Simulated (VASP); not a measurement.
# Au (Fm-3m) in VASP: further runs, part 2 of 2

VASP 6.6.1.

**3. Single point, LDA (volume scaled by 1.02)**

INCAR reads:

```
ALGO = Normal
EDIFF = 1E-6
ENCUT = 520
GGA = CA
ISIF = 2
ISMEAR = -1
LASPH = T
LCHARG = T
LELF = T
LREAL = F
LVHAR = T
LWAVE = F
NBANDS = 12
NELM = 60
PREC = Accurate
SIGMA = 0.15
```

KPOINTS reads:

```
k-points
0
Gamma
  20 20 20
```

POSCAR reads:

```
Au
1.0
    0.0000000000      2.0373879933      2.0373879933
    2.0373879933      0.0000000000      2.0373879933
    2.0373879933      2.0373879933      0.0000000000
Au
1
Direct
    0.0000000000      0.0000000000      0.0000000000
```

Potentials or basis: VASP PAW LDA potentials, release 64 (Au).

Command:

```console
cat potpaw_LDA.64/Au/POTCAR > POTCAR
mpirun -np 1 vasp_std > vasp.out
```

OUTCAR:

```text
EDIFF = 1E-6
   ENCUT = 520
   GGA = CA
   ISIF = 2
   ISMEAR = -1
   LASPH = T
   LREAL = F
   NELM = 60
   PREC = Accurate

 ion  position               nearest neighbor table
   1  0.000  0.000  0.000-

  LATTYP: Found a face centered cubic cell.
 ALAT       =     4.0747759866

  Lattice vectors:

 A1 = (   0.0000000000,   2.0373879933,   2.0373879933)
 A2 = (   2.0373879933,   0.0000000000,   2.0373879933)
 A3 = (   2.0373879933,   2.0373879933,   0.0000000000)

Analysis of symmetry for initial positions (statically):
=====================================================================
 Subroutine PRICEL returns:
 Original cell was already a primitive cell.

 Routine SETGRP: Setting up the symmetry group for a
 face centered cubic supercell.

 Subroutine GETGRP returns: Found 48 space group operations
 (whereof 48 operations were pure point group operations)
 out of a pool of 48 trial point group operations.

The static configuration has the point symmetry O_h .

Analysis of symmetry for dynamics (positions and initial velocities):
=====================================================================
 Subroutine PRICEL returns:
 Original cell was already a primitive cell.

[... 158 lines left out ...]
 Fermi energy:         9.4141556020

 k-point     1 :       0.0000    0.0000    0.0000
  band No.  band energies     occupation
      1      -0.5817      2.00000
      2       4.6596      2.00000
      3       4.6596      2.00000
      4       4.6596      2.00000
      5       6.2186      2.00000
      6       6.2186      2.00000
      7      23.8895      0.00000
      8      27.8863      0.00000
      9      27.8863      0.00000
     10      27.8863      0.00000
     11      32.9408      0.00000
     12      37.5973      0.00000
[... 331 lines left out ...]
 k-point    24 :      -0.3500    0.0500    0.0000
  band No.  band energies     occupation
      1       2.0005      2.00000
      2       4.7323      2.00000
      3       4.7947      2.00000
      4       5.7702      2.00000
      5       6.8724      2.00000
      6       7.4197      2.00000
      7      16.0516      0.00000
      8      23.9922      0.00000
      9      26.6280      0.00000
     10      28.1826      0.00000
     11      32.6887      0.00000
     12      33.6237      0.00000

 [... further k-points ...]
[... 5 lines left out ...]
  --------------------------------------------------------------------------------------
  -------------------------------------------------------------------------------------
  Total       -0.3333756     -0.3333756     -0.3333756      0.0000000      0.0000000      0.0000000
  in kB      -31.5786172    -31.5786172    -31.5786172      0.0000000      0.0000000      0.0000000
  external PRESSURE =     -31.5786172 kB  Pullay stress =       0.0000000 kB

 VOLUME and BASIS-vectors are now :
 -----------------------------------------------------------------------------
  energy-cutoff  :      520.00
  volume of cell :       16.91
      direct lattice vectors                 reciprocal lattice vectors
     0.000000000  2.037387993  2.037387993    -0.245412264  0.245412264  0.245412264
     2.037387993  0.000000000  2.037387993     0.245412264 -0.245412264  0.245412264
     2.037387993  2.037387993  0.000000000     0.245412264  0.245412264 -0.245412264

 POSITION                                       TOTAL-FORCE (eV/Angst)
 -----------------------------------------------------------------------------------
      0.00000      0.00000      0.00000         0.000000      0.000000      0.000000
 -----------------------------------------------------------------------------------
    total drift:                               -0.000000      0.000000     -0.000000

  FREE ENERGIE OF THE ION-ELECTRON SYSTEM (eV)
  ---------------------------------------------------
  free  energy   TOTEN  =        -4.4530684999 eV

  energy  without entropy=       -4.4325838896  energy(sigma->0) =       -4.44282619
```

OSZICAR:

```text
N       E                     dE             d eps       ncg     rms          rms(c)
DAV:   1     0.486111036976E+02    0.48611E+02   -0.55917E+03  6352   0.817E+02
DAV:   2    -0.407819201257E+01   -0.52689E+02   -0.49950E+02  7220   0.187E+02
DAV:   3    -0.478141904343E+01   -0.70323E+00   -0.70254E+00  7408   0.209E+01
DAV:   4    -0.478368441490E+01   -0.22654E-02   -0.22653E-02  7376   0.137E+00
DAV:   5    -0.478370034101E+01   -0.15926E-04   -0.15926E-04  7500   0.109E-01    0.985E+00
DAV:   6    -0.447890309968E+01    0.30480E+00   -0.83346E-01  6644   0.726E+00    0.609E+00
DAV:   7    -0.445645609500E+01    0.22447E-01   -0.64115E-02  7288   0.198E+00    0.290E+00
DAV:   8    -0.445307253439E+01    0.33836E-02   -0.18376E-03  6988   0.435E-01    0.272E-01
DAV:   9    -0.445306813275E+01    0.44016E-05   -0.90816E-06  7420   0.283E-02    0.142E-02
DAV:  10    -0.445306849994E+01   -0.36719E-06   -0.92409E-07  6396   0.706E-03
   1 F= -.44530685E+01 E0= -.44428262E+01  d E =-.204846E-01
```

Wall time 26 s (1 thread of Intel Xeon Platinum 8259CL at 2.50GHz (Skylake/Cascade Lake), shared host); peak memory 0.17 GiB.

Results:

* Free energy: -4.4531 eV
* Pressure: -3.2 GPa

Caveat: the cell differs from its parent crystal (volume scaled by 1.02); spin-orbit coupling is left out, which moves the levels of the heavy elements.

**4. Relaxation of cell and atoms, LDA**

This run uses another cell than the first one, of 17.12 Å³/atom, 1.032 times its volume.

INCAR reads:

```
SYSTEM = Au
  PREC = Accurate
  ENCUT = 600
  EDIFF = 1E-6
  ISMEAR = 0
  SIGMA = 0.1
  LREAL = .False.
  LASPH = .True.
  NELM = 60
  ALGO = Normal
  ISIF = 3
  LWAVE = .False.
  LCHARG = .False.
  IBRION = 2
  NSW = 100
  EDIFFG = -0.005
```

KPOINTS reads:

```
regular mesh
0
Gamma
  18 18 18
  0 0 0
```

POSCAR reads:

```
Au
1.0
    0.0000000000      2.0455000000      2.0455000000
    2.0455000000      0.0000000000      2.0455000000
    2.0455000000      2.0455000000      0.0000000000
Au
1
Direct
    0.0000000000      0.0000000000      0.0000000000
```

Command:

```console
cat potpaw_LDA.64/Au/POTCAR > POTCAR
mpirun -np 1 vasp_std > vasp.out
```

Wall time 46 s (1 thread of Intel Xeon Platinum 8259CL at 2.50GHz (Skylake/Cascade Lake), shared host); peak memory 0.17 GiB.

It converged, with:

```
Free energy                            : -4.4462 eV
Relaxed volume                         : 16.64 Å³/atom
Relaxed cell                           : a = 2.865 Å, b = 2.865 Å, c = 2.865 Å, α = 60.00°, β = 60.00°, γ = 60.00°
Space group after relaxing (to 0.05 Å) : Fm-3m (No. 225)
Energy gained by relaxing              : 7.8 meV/atom
Ionic steps                            : 4
Pressure after relaxing                : 0.0 GPa
```

Step by step:
```csv
step,energy change (eV),largest force (eV/Å),pressure (GPa),volume (Å³)
1,0.0000,0.0000,-5.05,17.12
2,0.0197,0.0000,11.33,15.82
3,-0.0078,0.0000,-0.09,16.65
4,-0.0078,0.0000,0.02,16.64
```

Final structure:
```yaml
crystal:
  lattice:
    - [0.00000, 2.02618, 2.02618]
    - [2.02618, 0.00000, 2.02618]
    - [2.02618, 2.02618, 0.00000]
  atoms:
    - { symbol: Au, position: [0.00000, 0.00000, 0.00000] }
```

Levels at points of the mesh, in eV from the Fermi level:
```csv
k point,band 2,band 3,band 4,band 5,band 6,band 7,band 8,band 9
"(0.00, 0.00, 0.00)",-4.82,-4.82,-4.82,-3.21,-3.21,14.47,18.57,18.57
"(0.50, 0.00, 0.00)",-4.85,-4.85,-1.96,-1.96,-1.10,3.20,13.93,17.22
"(0.50, 0.50, 0.00)",-6.97,-1.99,-1.62,-1.62,0.92,5.96,10.01,10.01
```

Caveat: spin-orbit coupling is left out, which moves the levels of the heavy elements. LDA usually gives volumes a few per cent too small.

**5. The runs side by side**

```csv
task,cell,k mesh,cutoff (eV),smearing,gap on the mesh (eV),pressure (GPa)
single point,"a = 2.862 Å, angles 60.0°, 1 atom",20 × 20 × 20,520,fermi-dirac 0.15 eV,none,0.5
single point,"a = 2.881 Å, angles 60.0°, 1 atom",20 × 20 × 20,520,fermi-dirac 0.15 eV,none,-3.2
relaxation of cell and atoms,"relaxed from a = 2.893 Å, angles 60.0°, 1 atom",18 × 18 × 18,600,gaussian 0.1 eV,none,0.0
```

Alike in all rows: level LDA; potentials or basis VASP PAW LDA potentials, release 64 (Au); no spin polarisation.

Caveats: spin-orbit coupling is left out, which moves the levels of the heavy elements.

Absolute energies hang on the potentials; compare differences alone.
